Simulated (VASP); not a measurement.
# MoS2 (R-3m) in VASP: single point with r2SCAN+U

Aim: the single point of MoS2 with r2SCAN+U.

Everything below comes from runs of VASP 6.6.1. Logs are shortened: lines on timing, memory, paths and dates and some standing lists are left out, and cuts for length are marked.

**1. The cell of the first run**

The structure is trigonal, space group R-3m (No. 166). The conventional cell has a = 3.171 Å, b = 3.171 Å, c = 18.345 Å, α = 90.00°, β = 90.00°, γ = 120.00°. Within 3.2 Å of Mo (site symmetry -3m) lie 6 S at 2.39 Å and 6 Mo at 3.17 Å. Within 3.2 Å of S (site symmetry 3m) lie 3 Mo at 2.39 Å and 6 S at 3.17 Å.

**2. Single point, r2SCAN+U, collinear spin**

File POSCAR:

```
MoS2
1.0
    1.5855002900      0.9153890200      6.1149982500
   -1.5855002900      0.9153890200      6.1149982500
    0.0000000000     -1.8307780400      6.1149982500
Mo S
1 2
Direct
    0.0000000000      0.0000000000      0.0000000000
    0.7500000000      0.7500000000      0.7500000000
    0.2500000000      0.2500000000      0.2500000000
```

File INCAR.step1:

```
SYSTEM = MoS2
ALGO = Normal ; EDIFF = 1E-4
ENCUT = 520 ; GGA = PE
ISMEAR = 0 ; ISPIN = 2
LASPH = .TRUE. ; LCHARG = .FALSE.
LDAU = .TRUE. ; LDAUJ = 0 0
LDAUL = 2 -1 ; LDAUTYPE = 2
LDAUU = 2.5 0 ; LMAXMIX = 4
LREAL = .FALSE. ; LWAVE = .TRUE.
MAGMOM = 2 0 0 ; NBANDS = 24
NELM = 150 ; PREC = Accurate
SIGMA = 0.05
```

File INCAR.step2:

```
SYSTEM = MoS2
ALGO = Normal ; EDIFF = 1E-6
ENCUT = 520 ; ISIF = 2
ISMEAR = 0 ; ISPIN = 2
ISTART = 1 ; LASPH = .TRUE.
LCHARG = .FALSE. ; LDAU = .TRUE.
LDAUJ = 0 0 ; LDAUL = 2 -1
LDAUPRINT = 1 ; LDAUTYPE = 2
LDAUU = 2.5 0 ; LMAXMIX = 4
LMIXTAU = .TRUE. ; LORBIT = 11
LREAL = .FALSE. ; LWAVE = .FALSE.
MAGMOM = 2 0 0 ; METAGGA = R2SCAN
NBANDS = 24 ; NELM = 150
PREC = Accurate ; SIGMA = 0.05
```

File KPOINTS:

```
k-points
0
G
  7 7 7
  0 0 0
```

Potentials or basis: VASP PAW PBE potentials, release 64 (Mo_sv, S).

Command:

```console
> cat potpaw_PBE.64/Mo_sv/POTCAR potpaw_PBE.64/S/POTCAR > POTCAR
> cp INCAR.step1 INCAR
> mpirun -np 1 vasp_std > vasp.out
> cp INCAR.step2 INCAR
> mpirun -np 1 vasp_std > vasp.out
```

OUTCAR:

```text
SYSTEM = MoS2
   EDIFF = 1E-6
   ENCUT = 520
   ISIF = 2
   ISMEAR = 0
   ISPIN = 2
   ISTART = 1
   LASPH = .TRUE.
   LORBIT = 11
   LREAL = .FALSE.
   METAGGA = R2SCAN
   NELM = 150
   PREC = Accurate

 ion  position               nearest neighbor table
   1  0.000  0.000  0.000-   2 2.39   2 2.39   3 2.39   3 2.39   2 2.39   3 2.39
   2  0.750  0.750  0.750-   1 2.39   1 2.39   1 2.39
   3  0.250  0.250  0.250-   1 2.39   1 2.39   1 2.39

  LATTYP: Found a trigonal (rhomboedric) cell.
 ALAT       =     6.3831772516
 COS(alpha) =     0.8766074785

  Lattice vectors:

 A1 = (   1.5855002900,   0.9153890200,   6.1149982500)
 A2 = (  -1.5855002900,   0.9153890200,   6.1149982500)
 A3 = (   0.0000000000,  -1.8307780400,   6.1149982500)

Analysis of symmetry for initial positions (statically):
=====================================================================
 Subroutine PRICEL returns:
 Original cell was already a primitive cell.

 Routine SETGRP: Setting up the symmetry group for a
 trigonal (rhombohedral) supercell.

 Subroutine GETGRP returns: Found 12 space group operations
 (whereof 12 operations were pure point group operations)
 out of a pool of 12 trial point group operations.

The static configuration has the point symmetry D_3d.

Analysis of symmetry for dynamics (positions and initial velocities):
=====================================================================
 Subroutine PRICEL returns:
 Original cell was already a primitive cell.

 Routine SETGRP: Setting up the symmetry group for a
 trigonal (rhombohedral) supercell.

 Subroutine GETGRP returns: Found 12 space group operations
 (whereof 12 operations were pure point group operations)
 out of a pool of 12 trial point group operations.

The dynamic configuration has the point symmetry D_3d.

Analysis of structural, dynamic, and magnetic symmetry:
=====================================================================
 Subroutine PRICEL returns:
 Original cell was already a primitive cell.

 Routine SETGRP: Setting up the symmetry group for a
 trigonal (rhombohedral) supercell.

 Subroutine GETGRP returns: Found 12 space group operations
 (whereof 12 operations were pure point group operations)
 out of a pool of 12 trial point group operations.

The overall configuration has the point symmetry D_3d.

 Subroutine INISYM returns: Found 12 space group operations
 (whereof 12 operations are pure point group operations),
 and found     1 'primitive' translations

----------------------------------------------------------------------------------------

                                     Primitive cell

  volume of cell :      53.2500

  direct lattice vectors                    reciprocal lattice vectors
     1.585500290  0.915389020  6.114998250     0.315357874  0.182071953  0.054510781
    -1.585500290  0.915389020  6.114998250    -0.315357874  0.182071953  0.054510781
     0.000000000 -1.830778040  6.114998250     0.000000000 -0.364143906  0.054510781

  length of vectors
     6.383177252  6.383177252  6.383177252     0.368201317  0.368201317  0.368201317

  position of ions in fractional coordinates (direct lattice)
     0.000000000  0.000000000  0.000000000
     0.750000000  0.750000000  0.750000000
     0.250000000  0.250000000  0.250000000

  ion indices of the primitive-cell ions
   primitive index   ion index
                 1           1
                 2           2
                 3           3

----------------------------------------------------------------------------------------

 KPOINTS: k-points

Automatic generation of k-mesh.
 Grid dimensions read from file:
 generate k-points for:    7    7    7

 Generating k-lattice:

  Cartesian coordinates                     Fractional coordinates (reciprocal lattice)
     0.045051125  0.026010279  0.007787254     0.142857143 -0.000000000  0.000000000
    -0.045051125  0.026010279  0.007787254    -0.000000000  0.142857143  0.000000000
     0.000000000 -0.052020558  0.007787254     0.000000000  0.000000000  0.142857143

  Length of vectors
     0.052600188  0.052600188  0.052600188

  Shift w.r.t. Gamma in fractional coordinates (k-lattice)
     0.000000000  0.000000000  0.000000000

 Subroutine IBZKPT returns following result:
 ===========================================

 Found     44 irreducible k-points:

 Following reciprocal coordinates:
            Coordinates               Weight
  0.000000  0.000000  0.000000      1.000000
  0.142857  0.000000  0.000000      6.000000
  0.285714  0.000000  0.000000      6.000000
  0.428571  0.000000 -0.000000      6.000000
  0.142857  0.142857  0.000000      6.000000
  0.285714  0.142857  0.000000     12.000000
[... 16 lines left out ...]
  0.285714  0.285714  0.142857      6.000000
  0.428571  0.285714  0.142857     12.000000
 [... further k-points ...]
   k-points           NKPTS =     44   k-points in BZ     NKDIM =     44   number of bands    NBANDS=     24
   number of dos      NEDOS =    301   number of ions     NIONS =      3
   total plane-waves  NPLWV = 110592
   dimension x,y,z NGX =    48 NGY =   48 NGZ =   48
   dimension x,y,z NGXF=    96 NGYF=   96 NGZF=   96
   ions per type =               1   2
   NGX,Y,Z   is equivalent  to a cutoff of  12.50, 12.50, 12.50 a.u.
   NGXF,Y,Z  is equivalent  to a cutoff of  25.00, 25.00, 25.00 a.u.
 SYSTEM =  MoS2
   PREC   = accura    normal or accurate (medium, high low for compatibility)
   ISTART =      1    job   : 0-new  1-cont  2-samecut
   ICHARG =      0    charge: 1-file 2-atom 10-const
   ISPIN  =      2    spin polarized calculation?
   LNONCOLLINEAR =      F non collinear calculations
   LSORBIT =      F    spin-orbit coupling
   LASPH  =      T    aspherical Exc in radial PAW
   ENCUT  =  520.0 eV  38.22 Ry    6.18 a.u.  11.87 11.87 11.87*2*pi/ulx,y,z
   NELM   =    150;   NELMIN=  2; NELMDL=  0     # of ELM steps
   EDIFF  = 0.1E-05   stopping-criterion for ELM
   LREAL  =      F    real-space projection
   EDIFFG = 0.1E-04   stopping-criterion for IOM
   NSW    =      0    number of steps for IOM
   IBRION =     -1    ionic relax: 0-MD 1-quasi-New 2-CG
   NFREE  =      0    steps in history (QN), initial steepest desc. (CG)
   ISIF   =      2    stress and relaxation
   ISYM   =      2    0-nonsym 1-usesym 2-fastsym
   POTIM  = 0.5000    time-step for ionic-motion
   TEBEG  =    0.0;   TEEND  =   0.0 temperature during run
   PSTRESS=    0.0 pullay stress
   NELECT =      26.0000    total number of electrons
   NUPDOWN=      -1.0000    fix difference up-down
   EMIN   =  10.00;   EMAX   =-10.00  energy-range for DOS
   EFERMI =   0.00;   METHOD = LEGACY
   ISMEAR =     0;   SIGMA  =   0.05  broadening in eV -4-tet -1-fermi 0-gaus
   EFERMI_NEDOS =   21; number of points for ismear=-14 and -15
   IALGO  =     38    algorithm
   IMIX   =      4    mixing-type and parameters
     AMIX     =   0.40;   BMIX     =  1.00
     AMIX_MAG =   1.60;   BMIX_MAG =  1.00
  volume/ion in A,a.u.               =      17.75       119.78
  Fermi-wavevector in a.u.,A,eV,Ry     =   1.289118  2.436080 22.610512  1.661826
  Thomas-Fermi vector in A             =   2.421031
   LORBIT       =     11    0 simple, 1 ext, 2 COOP (PROOUT), +10 PAW based schemes
 LDA+U is selected, type is set to LDAUTYPE =  2
   angular momentum for each species LDAUL =     2   -1
   U (eV)           for each species LDAUU =   2.5  0.0
   J (eV)           for each species LDAUJ =   0.0  0.0
   METAGGA = R2SCAN    functional components
   LHFCALC =     F    Hartree Fock is set to
   AEXX    =    0.0000 exact exchange contribution
   IVDW    =     0    specifies the selected vdW correction
   LEPSILON=     F    determine dielectric tensor
   LRPA    =     F    only Hartree local field effects (RPA)
 spin polarized calculation
 Gauss-broadening in eV      SIGMA  =   0.05
  energy-cutoff  :      520.00
  volume of cell :       53.25
 maximum number of plane-waves:      1447
   NGX = 23   NGY = 23   NGZ = 23

atom =   1  type =  1  l = 2

 onsite density matrix

spin component  1

  0.3750 -0.0000 -0.0000 -0.0234  0.0000
 -0.0000  0.4377 -0.0000  0.0000 -0.0234
 -0.0000 -0.0000  0.3750  0.0000  0.0000
 -0.0234  0.0000  0.0000  0.4377 -0.0000
  0.0000 -0.0234  0.0000 -0.0000  0.3750

spin component  2

  0.3437 -0.0000 -0.0000 -0.0007  0.0000
 -0.0000  0.4193 -0.0000  0.0000 -0.0007
 -0.0000 -0.0000  0.3895  0.0000  0.0000
 -0.0007  0.0000  0.0000  0.4193 -0.0000
  0.0000 -0.0007  0.0000 -0.0000  0.3437

 occupancies and eigenvectors

  o =  0.3437  v =  0.0000  0.0000  0.0000  0.0000  0.0000  1.0000 -0.0000  0.0000  0.0091 -0.0002      0.0000  0.0000  0.0000  0.0000  0.0000  0.0000  0.0000  0.0000  0.0000  0.0000
  o =  0.3437  v =  0.0000  0.0000  0.0000  0.0000  0.0000  0.0002  0.0091 -0.0000  0.0000  1.0000      0.0000  0.0000  0.0000  0.0000  0.0000  0.0000  0.0000  0.0000  0.0000  0.0000
  o =  0.3673  v =  0.9489  0.0000 -0.0000  0.3155  0.0000  0.0000  0.0000  0.0000  0.0000  0.0000      0.0000  0.0000  0.0000  0.0000  0.0000  0.0000  0.0000  0.0000  0.0000  0.0000
  o =  0.3673  v =  0.0000 -0.3155  0.0000  0.0000 -0.9489  0.0000  0.0000  0.0000  0.0000  0.0000      0.0000  0.0000  0.0000  0.0000  0.0000  0.0000  0.0000  0.0000  0.0000  0.0000
  o =  0.3750  v =  0.0000 -0.0000 -1.0000  0.0000 -0.0000  0.0000  0.0000  0.0000  0.0000  0.0000      0.0000  0.0000  0.0000  0.0000  0.0000  0.0000  0.0000  0.0000  0.0000  0.0000
  o =  0.3895  v =  0.0000  0.0000  0.0000  0.0000  0.0000 -0.0000  0.0000  1.0000 -0.0000  0.0000      0.0000  0.0000  0.0000  0.0000  0.0000  0.0000  0.0000  0.0000  0.0000  0.0000
  o =  0.4193  v =  0.0000  0.0000  0.0000  0.0000  0.0000  0.0091 -0.0000 -0.0000 -1.0000  0.0000      0.0000  0.0000  0.0000  0.0000  0.0000  0.0000  0.0000  0.0000  0.0000  0.0000
  o =  0.4193  v =  0.0000  0.0000  0.0000  0.0000  0.0000  0.0000  1.0000 -0.0000 -0.0000 -0.0091      0.0000  0.0000  0.0000  0.0000  0.0000  0.0000  0.0000  0.0000  0.0000  0.0000
  o =  0.4455  v = -0.3155  0.0000 -0.0000  0.9489 -0.0000  0.0000  0.0000  0.0000  0.0000  0.0000      0.0000  0.0000  0.0000  0.0000  0.0000  0.0000  0.0000  0.0000  0.0000  0.0000
  o =  0.4455  v = -0.0000 -0.9489  0.0000  0.0000  0.3155  0.0000  0.0000  0.0000  0.0000  0.0000      0.0000  0.0000  0.0000  0.0000  0.0000  0.0000  0.0000  0.0000  0.0000  0.0000

 number of electron      25.9999998 magnetization       0.1201580

 Free energy of the ion-electron system (eV)
  ---------------------------------------------------
  ext. energy  EPLUGINS =         0.00000000
  ---------------------------------------------------
  free energy    TOTEN  =       -41.12954027 eV

  energy without entropy =      -41.12728578  energy(sigma->0) =      -41.12841303

 E-fermi :   7.9095     XC(G=0): -11.5060

 val. band max:        7.9041957650   @ k =  -0.4286   0.4286   0.2857
 cond. band min:       7.9270181531   @ k =  -0.4286   0.2857   0.0000
 fundamental gap:      0.0228223881
 Fermi energy:         7.9094646116

 spin component 1

 k-point     1 :       0.0000    0.0000    0.0000
  band No.  band energies     occupation
      1     -56.3299      1.00000
      2     -29.6432      1.00000
      3     -29.5979      1.00000
      4     -29.5979      1.00000
      5      -8.2122      1.00000
      6      -6.4913      1.00000
[... 16 lines left out ...]
     23      20.9464      0.00000
     24      21.0275      0.00000
[... 1252 lines left out ...]
      4     -29.5497      1.00000
      5      -7.1265      1.00000
      6      -6.4686      1.00000
[... 16 lines left out ...]
     23      19.2571      0.00000
     24      20.4539      0.00000

 [... further k-points ...]

------------------------ aborting loop because EDIFF is reached ----------------------------------------

  FORCE on cell =-STRESS in cart. coord.  units (eV):
  Direction    XX          YY          ZZ          XY          YZ          ZX
  --------------------------------------------------------------------------------------
  -------------------------------------------------------------------------------------
  Total        2.8245799      2.8245799      3.1679472      0.0000000      0.0000000      0.0000000
  in kB       84.9855002     84.9855004     95.3166793      0.0000000      0.0000000      0.0000000
  external PRESSURE =      88.4292266 kB  Pullay stress =       0.0000000 kB

 VOLUME and BASIS-vectors are now :
 -----------------------------------------------------------------------------
  energy-cutoff  :      520.00
  volume of cell :       53.25
      direct lattice vectors                 reciprocal lattice vectors
     1.585500290  0.915389020  6.114998250     0.315357874  0.182071953  0.054510781
    -1.585500290  0.915389020  6.114998250    -0.315357874  0.182071953  0.054510781
     0.000000000 -1.830778040  6.114998250     0.000000000 -0.364143906  0.054510781

 POSITION                                       TOTAL-FORCE (eV/Angst)
 -----------------------------------------------------------------------------------
      0.00000      0.00000      0.00000         0.000000     -0.000000      0.000000
      0.00000      0.00000     13.75875         0.000000     -0.000000      0.939229
      0.00000      0.00000      4.58625         0.000000      0.000000     -0.939229
 -----------------------------------------------------------------------------------
    total drift:                               -0.000000     -0.000000      0.000000

  FREE ENERGIE OF THE ION-ELECTRON SYSTEM (eV)
  ---------------------------------------------------
  free  energy   TOTEN  =       -41.1295402741 eV

  energy  without entropy=      -41.1272857799  energy(sigma->0) =      -41.12841303

 total charge

# of ion       s       p       d       tot
------------------------------------------
    1        2.302   6.240   3.862  12.405
    2        1.358   2.380   0.000   3.738
    3        1.358   2.380   0.000   3.738
--------------------------------------------------
tot          5.018  11.000   3.862  19.881

 magnetization (x)

# of ion       s       p       d       tot
------------------------------------------
    1        0.001   0.000   0.085   0.086
    2        0.001   0.007   0.000   0.008
    3        0.001   0.007   0.000   0.008
--------------------------------------------------
tot          0.002   0.014   0.085   0.101
```

It took 48 min on 1 thread of Intel Xeon 8259CL, shared host; peak memory 0.51 GiB.

What came out:

| Property | Result |
| --- | --- |
| Free energy | -41.1295 eV |
| Pressure | 8.8 GPa |
| Largest force | 0.939 eV/Å |
| Net moment | 0.12 μB per cell |
| Site moments | Mo +0.09; S +0.01 μB |
| Valence electrons inside the program's atomic spheres | Mo 12.40; S 3.74 |

Forces on the atoms (eV/Å):
```
Mo   0.000  0.000  0.000
S    0.000  0.000  0.939
S    0.000  0.000 -0.939
```

Eigenvalues of the final occupation matrices:
```tsv
site	spin	trace	eigenvalues
site 1 d	1	2.00	0.37 0.37 0.38 0.45 0.45
site 1 d	2	1.92	0.34 0.34 0.39 0.42 0.42
```

Caveat: the cell stands under pressure; a moment this small can come from the mesh or the smearing; the PAW data sets were made with another functional, which shifts forces and pressure a little.
